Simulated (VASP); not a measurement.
Wanted: the native input for a VASP 6.6.1 run.

| Property | Result |
| --- | --- |
| Task | single point |
| Functional | PBE |
| Potentials or basis | VASP PAW PBE potentials, release 64 (Ni, Si) |
| Cutoff | 520 eV |
| k mesh | 14 × 14 × 14 |
| Occupations | fermi-dirac, width 0.05 eV |
| Spin | no spin polarisation |
| Dipole correction | no |
| Further INCAR settings | ALGO = Normal; EDIFF = 1e-06; NBANDS = 16 |

The structure of Si2Ni (MoSi2 type) lies in POSCAR:

```
Si2Ni
1.0
   -1.6561845601      1.6561845601      3.5169546595
    1.6561845601     -1.6561845601      3.5169546595
    1.6561845601      1.6561845601     -3.5169546595
Ni Si
1 2
Direct
    0.0000000000      0.0000000000      0.0000000000
    0.3321208056      0.3321208056      0.0000000000
   -0.3321208056     -0.3321208056      0.0000000000
```

The input as run:

INCAR

```
  PREC = Accurate
  ENCUT = 520
  EDIFF = 1E-6
  ISMEAR = -1
  SIGMA = 0.05
  LREAL = F
  LASPH = T
  NELM = 60
  ALGO = Normal
  ISIF = 2
  LWAVE = F
  LCHARG = F
  GGA = PE
  NBANDS = 16
```

KPOINTS

```
Automatic mesh
0
Gamma
  14 14 14
```

Potentials or basis: VASP PAW PBE potentials, release 64 (Ni, Si).

The run is started by

```sh
$ cat potpaw_PBE.64/Ni/POTCAR potpaw_PBE.64/Si/POTCAR > POTCAR
$ mpirun -np 1 vasp_std > vasp.out
```

Results of the run:

The pressure is 0.0 GPa and the band gap on the k mesh is zero (bands 9 and 10 overlap by 2.05 eV).

Run time: 4.6 min on 1 thread of Intel Xeon 8259CL (shared host), peak memory 0.28 GiB.
